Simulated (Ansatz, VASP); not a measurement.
# Sc: VASP beside Ansatz

```
Sc
1.0
     0.00000    2.36778    2.36778
     2.36778    0.00000    2.36778
     2.36778    2.36778    0.00000
Sc
1
Direct
  0.00000 0.00000 0.00000
```

Change from the starting cell: volume scaled by 1.15.

Alike in both runs: task single point; functional RPBE; dispersion D3(BJ); k mesh 10 × 10 × 10; occupations fermi-dirac, width 0.15 eV; no spin polarisation.

|  | VASP | Ansatz |
| --- | --- | --- |
| version | VASP 6.6.1 | Ansatz 0.2.0 |
| potentials or method | VASP PAW PBE potentials, release 64 (Sc_sv) | SSSP precision PAW |
| plane-wave cutoff (eV) | 520 | 1225 |
| valence electrons in the cell | 11 | 11 |

```tsv
	VASP	Ansatz	Ansatz less VASP
gap on the k mesh at the Fermi level (eV)	none	none	-
pressure (GPa)	-19.7	-19.7	0.00
```

VASP's potentials were made for PBE, not for RPBE. A gap of «none» marks a metal or a gap that the smearing closes.
